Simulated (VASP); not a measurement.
# SrO in VASP: further runs, part 2 of 2

VASP 6.6.1. Earlier steps stand in the parts before.

### Step 3. Single point, PBE (strain along [111] +4.6%)

The input, INCAR:

```
  ALGO = Normal
  EDIFF = 1E-6
  ENCUT = 520
  GGA = PE
  ISIF = 2
  ISMEAR = -1
  LASPH = T
  LCHARG = T
  LELF = T
  LREAL = F
  LVHAR = T
  LWAVE = F
  NBANDS = 15
  NELM = 100
  PREC = Accurate
  SIGMA = 0.02
```

The input, KPOINTS:

```
k-points
0
Gamma
  8 8 8
```

The input, POSCAR:

```
SrO
1.0
    0.0792886908      2.6591810174      2.6591810174
    2.6591810174      0.0792886908      2.6591810174
    2.6591810174      2.6591810174      0.0792886908
Sr O
1 1
Direct
    0.0000000000      0.0000000000      0.0000000000
    0.5000000000      0.5000000000      0.5000000000
```

Potentials or basis: VASP PAW PBE potentials, release 64 (Sr_sv, O).

Started as:

```bash
cat potpaw_PBE.64/Sr_sv/POTCAR potpaw_PBE.64/O/POTCAR > POTCAR
mpirun -np 1 vasp_std > vasp.out
```

OUTCAR:

```text
EDIFF = 1E-6
   ENCUT = 520
   GGA = PE
   ISIF = 2
   ISMEAR = -1
   LASPH = T
   LREAL = F
   NELM = 100
   PREC = Accurate

 ion  position               nearest neighbor table
   1  0.000  0.000  0.000-   2 2.62   2 2.62   2 2.62   2 2.62   2 2.62   2 2.62
   2  0.500  0.500  0.500-   1 2.62   1 2.62   1 2.62   1 2.62   1 2.62   1 2.62

  LATTYP: Found a trigonal (rhomboedric) cell.
 ALAT       =     3.7614856192
 COS(alpha) =     0.5295815463

  Lattice vectors:

 A1 = (   0.0792886908,   2.6591810174,   2.6591810174)
 A2 = (   2.6591810174,   0.0792886908,   2.6591810174)
 A3 = (   2.6591810174,   2.6591810174,   0.0792886908)

Analysis of symmetry for initial positions (statically):
=====================================================================
 Subroutine PRICEL returns:
 Original cell was already a primitive cell.

 Routine SETGRP: Setting up the symmetry group for a
 trigonal (rhombohedral) supercell.

 Subroutine GETGRP returns: Found 12 space group operations
 (whereof 12 operations were pure point group operations)
 out of a pool of 12 trial point group operations.

[... 166 lines left out ...]
 Fermi energy:         1.9466664686

 k-point     1 :       0.0000    0.0000    0.0000
  band No.  band energies     occupation
      1     -31.1932      2.00000
      2     -13.6039      2.00000
      3     -12.8898      2.00000
      4     -12.8756      2.00000
      5     -12.8756      2.00000
      6       1.3500      2.00000
      7       1.4559      2.00000
      8       1.4559      2.00000
      9       4.9901      0.00000
     10       7.1816      0.00000
     11       7.6458      0.00000
     12       7.6458      0.00000
     13       9.5626      0.00000
     14       9.5626      0.00000
[... 401 lines left out ...]
      2     -14.6575      2.00000
      3     -13.0652      2.00000
      4     -12.9197      2.00000
      5     -11.9613      2.00000
      6      -0.0785      2.00000
      7       0.6576      2.00000
      8       0.8996      2.00000
      9       7.2474      0.00000
     10       7.5872      0.00000
     11       8.9409      0.00000
     12       9.2426      0.00000
     13      11.3282      0.00000
     14      11.6052      0.00000
     15      16.7448      0.00000

 [... further k-points ...]
[... 5 lines left out ...]
  --------------------------------------------------------------------------------------
  -------------------------------------------------------------------------------------
  Total       -0.3562734     -0.3562734     -0.3562734     -0.3960388     -0.3960388     -0.3960388
  in kB      -15.8886142    -15.8886142    -15.8886142    -17.6620216    -17.6620216    -17.6620216
  external PRESSURE =     -15.8886142 kB  Pullay stress =       0.0000000 kB

 VOLUME and BASIS-vectors are now :
 -----------------------------------------------------------------------------
  energy-cutoff  :      520.00
  volume of cell :       35.93
      direct lattice vectors                 reciprocal lattice vectors
     0.079288691  2.659181017  2.659181017    -0.196653455  0.190959620  0.190959620
     2.659181017  0.079288691  2.659181017     0.190959620 -0.196653455  0.190959620
     2.659181017  2.659181017  0.079288691     0.190959620  0.190959620 -0.196653455

 POSITION                                       TOTAL-FORCE (eV/Angst)
 -----------------------------------------------------------------------------------
      0.00000      0.00000      0.00000        -0.000000      0.000000     -0.000000
      2.69883      2.69883      2.69883         0.000000     -0.000000      0.000000
 -----------------------------------------------------------------------------------
    total drift:                                0.000000      0.000000      0.000000

  FREE ENERGIE OF THE ION-ELECTRON SYSTEM (eV)
  ---------------------------------------------------
  free  energy   TOTEN  =       -12.0349421026 eV

  energy  without entropy=      -12.0349421026  energy(sigma->0) =      -12.03494210
```

It took 59 s on 1 thread of Intel Xeon Platinum 8259CL at 2.50GHz (Skylake/Cascade Lake), shared host; peak memory 0.17 GiB.

What came out:

```
Free energy            : -12.0349 eV
Pressure               : -1.6 GPa
Band gap on the k mesh : 3.24 eV, indirect (least direct gap 3.36 eV)
```

Stress tensor (GPa, compression positive):
```
-1.59 -1.77 -1.77
-1.77 -1.59 -1.77
-1.77 -1.77 -1.59
```

Caveat: the cell differs from its parent crystal (strain along [111] +4.6%).

### Step 4. Single point, r2SCAN (uniaxial x strain +4.1%)

The input, POSCAR:

```
SrO
1.0
    0.0000000000      2.5798923266      2.5798923266
    2.6861838904      0.0000000000      2.5798923266
    2.6861838904      2.5798923266      0.0000000000
Sr O
1 1
Direct
    0.0000000000      0.0000000000      0.0000000000
    0.5000000000      0.5000000000      0.5000000000
```

The input, INCAR.step1:

```
SYSTEM = SrO
PREC     = Accurate       ! precision mode
ENCUT    = 520            ! plane-wave cutoff, eV
ISMEAR   = 0              ! smearing method
SIGMA    = 0.01           ! smearing width, eV
LREAL    = .FALSE.        ! projectors in reciprocal space
LASPH    = .TRUE.         ! aspherical terms in the spheres
NELM     = 80             ! most SCF steps
NBANDS   = 15             ! bands
GGA      = PE             ! functional
ALGO     = Normal         ! electronic algorithm
EDIFF    = 1E-4           ! SCF threshold, eV
LWAVE    = .TRUE.         ! write WAVECAR
LCHARG   = .FALSE.        ! write CHGCAR
```

The input, INCAR.step2:

```
SYSTEM = SrO
PREC     = Accurate       ! precision mode
ENCUT    = 520            ! plane-wave cutoff, eV
EDIFF    = 1E-6           ! SCF threshold, eV
ISMEAR   = 0              ! smearing method
SIGMA    = 0.01           ! smearing width, eV
LREAL    = .FALSE.        ! projectors in reciprocal space
LASPH    = .TRUE.         ! aspherical terms in the spheres
NELM     = 80             ! most SCF steps
ALGO     = Normal         ! electronic algorithm
ISIF     = 2              ! what is computed and relaxed
LWAVE    = .FALSE.        ! write WAVECAR
LCHARG   = .TRUE.         ! write CHGCAR
METAGGA  = R2SCAN         ! meta-GGA
LMIXTAU  = .TRUE.       
LELF     = .TRUE.         ! ELF
LVHAR    = .TRUE.       
NBANDS   = 15             ! bands
ISTART   = 1
```

The input, KPOINTS:

```
Automatic mesh
0
G
  8 8 8
  0 0 0
```

Started as:

```bash
cat potpaw_PBE.64/Sr_sv/POTCAR potpaw_PBE.64/O/POTCAR > POTCAR
cp INCAR.step1 INCAR
mpirun -np 1 vasp_std > vasp.out
cp INCAR.step2 INCAR
mpirun -np 1 vasp_std > vasp.out
```

Run time: 3.2 min. Hardware: 1 thread of Intel Xeon Platinum 8259CL at 2.50GHz (Skylake/Cascade Lake), shared host; peak memory 0.18 GiB.

The run converged. Its results:

```
Free energy            : -27.0324 eV
Pressure               : -2.7 GPa
Band gap on the k mesh : 3.68 eV, indirect (least direct gap 3.79 eV)
```

Stress tensor (GPa, compression positive):
```
-5.51  0.00  0.00
 0.00 -1.31  0.00
 0.00  0.00 -1.31
```

Levels at points of the mesh, in eV from the valence-band top:
```csv
k point,band 5,band 6,band 7,band 8,band 9,band 10,band 11,band 12
"(0.00, 0.00, 0.00)",-14.75,-0.11,0.00,0.00,4.21,6.44,6.73,6.73
"(0.50, 0.00, 0.00)",-13.74,-2.06,-1.08,-1.08,6.84,8.61,9.13,9.19
"(0.50, 0.50, 0.00)",-15.08,-0.47,-0.24,-0.11,3.68,8.08,10.56,10.65
"(0.00, 0.50, 0.50)",-15.02,-0.69,-0.11,-0.11,3.83,8.10,10.48,10.58
```

Caveat: the cell differs from its parent crystal (uniaxial x strain +4.1%); the PAW data sets were made with another functional, which shifts forces and pressure a little.

### Step 5. Single point, r2SCAN (strain along [111] +4.6%)

The input, POSCAR:

```
SrO
1.0
    0.0792886908      2.6591810174      2.6591810174
    2.6591810174      0.0792886908      2.6591810174
    2.6591810174      2.6591810174      0.0792886908
Sr O
1 1
Direct
    0.0000000000      0.0000000000      0.0000000000
    0.5000000000      0.5000000000      0.5000000000
```

The input, INCAR.step1:

```
SYSTEM = SrO
  ALGO = Normal
  EDIFF = 1E-4
  ENCUT = 520
  GGA = PE
  ISMEAR = 0
  LASPH = .TRUE.
  LCHARG = .FALSE.
  LREAL = .FALSE.
  LWAVE = .TRUE.
  NBANDS = 15
  NELM = 80
  PREC = Accurate
  SIGMA = 0.01
```

The input, INCAR.step2:

```
SYSTEM = SrO
  ALGO = Normal
  EDIFF = 1E-6
  ENCUT = 520
  ISIF = 2
  ISMEAR = 0
  ISTART = 1
  LASPH = .TRUE.
  LCHARG = .TRUE.
  LELF = .TRUE.
  LMIXTAU = .TRUE.
  LREAL = .FALSE.
  LVHAR = .TRUE.
  LWAVE = .FALSE.
  METAGGA = R2SCAN
  NBANDS = 15
  NELM = 80
  PREC = Accurate
  SIGMA = 0.01
```

The input, KPOINTS:

```
k-points
0
G
  8 8 8
  0 0 0
```

Started as:

```bash
cat potpaw_PBE.64/Sr_sv/POTCAR potpaw_PBE.64/O/POTCAR > POTCAR
cp INCAR.step1 INCAR
mpirun -np 1 vasp_std > vasp.out
cp INCAR.step2 INCAR
mpirun -np 1 vasp_std > vasp.out
```

Run time: 3 min. Hardware: 1 thread of Intel Xeon Platinum 8259CL at 2.50GHz (Skylake/Cascade Lake), shared host; peak memory 0.19 GiB.

Results (log left out):

* Free energy: -27.0242 eV
* Pressure: -3.5 GPa
* Band gap on the k mesh: 3.71 eV, indirect (least direct gap 3.83 eV)

Stress tensor (GPa, compression positive):
```
-3.49 -1.82 -1.82
-1.82 -3.49 -1.82
-1.82 -1.82 -3.49
```

Levels at points of the mesh, in eV from the valence-band top:
```csv
k point,band 5,band 6,band 7,band 8,band 9,band 10,band 11,band 12
"(0.00, 0.00, 0.00)",-14.81,-0.11,0.00,0.00,4.19,6.28,6.75,6.75
"(0.50, 0.00, 0.00)",-13.85,-2.05,-1.20,-1.00,6.80,8.61,8.95,9.45
"(0.50, 0.50, 0.00)",-15.10,-0.56,-0.20,-0.12,3.71,8.02,10.46,10.57
"(0.50, 0.50, 0.50)",-13.72,-2.06,-0.93,-0.93,6.69,8.53,8.90,8.90
```

Caveat: the cell differs from its parent crystal (strain along [111] +4.6%); the PAW data sets were made with another functional, which shifts forces and pressure a little. A k mesh can miss the band edges.

### Step 6. Summary

```tsv
level	cell	smearing	gap on the mesh (eV)	pressure (GPa)
PBE	a = 3.649, b = 3.724, c = 3.724 Å, angles 58.7, 60.7, 60.7°, 2 atoms	fermi-dirac 0.02 eV	3.21	-0.9
PBE	a = 3.761 Å, angles 58.0°, 2 atoms	fermi-dirac 0.02 eV	3.24	-1.6
r2SCAN	a = 3.649, b = 3.724, c = 3.724 Å, angles 58.7, 60.7, 60.7°, 2 atoms	gaussian 0.01 eV	3.68	-2.7
r2SCAN	a = 3.761 Å, angles 58.0°, 2 atoms	gaussian 0.01 eV	3.71	-3.5
```

Alike in all rows: task single point; potentials or basis VASP PAW PBE potentials, release 64 (Sr_sv, O); no spin polarisation; k mesh 8 × 8 × 8; cutoff (eV) 520.

Caveats: the PAW data sets were made with another functional, which shifts forces and pressure a little (some runs).

Total energies depend on the potentials used, so only differences within one code and one set of settings carry meaning.
